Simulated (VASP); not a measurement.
Here is a VASP 6.6.1 calculation.

INCAR

```
SYSTEM = Ta
PREC     = Accurate       ! precision mode
ENCUT    = 520            ! plane-wave cutoff, eV
EDIFF    = 1E-6           ! SCF threshold, eV
ISMEAR   = -1             ! smearing method
SIGMA    = 0.05           ! smearing width, eV
LREAL    = .FALSE.        ! projectors in reciprocal space
LASPH    = .TRUE.         ! aspherical terms in the spheres
NELM     = 60             ! most SCF steps
ALGO     = Normal         ! electronic algorithm
ISIF     = 2              ! what is computed and relaxed
LWAVE    = .FALSE.        ! write WAVECAR
LCHARG   = .TRUE.         ! write CHGCAR
LELF     = .TRUE.         ! ELF
LVHAR    = .TRUE.       
NBANDS   = 12             ! bands
```

File KPOINTS:

```
Automatic mesh
0
G
  16 16 16
  0 0 0
```

POSCAR

```
Ta
1.0
   -1.6265202127      1.6265202127      1.6265202127
    1.6265202127     -1.6265202127      1.6265202127
    1.6265202127      1.6265202127     -1.6265202127
Ta
1
Direct
    0.0000000000      0.0000000000      0.0000000000
```

Potentials or basis: VASP PAW LDA potentials, release 64 (Ta_pv).

The run is started by

```console
$ cat potpaw_LDA.64/Ta_pv/POTCAR > POTCAR
$ mpirun -np 1 vasp_std > vasp.out
```

Task: Predict the pressure.

Result: 0.8 GPa.
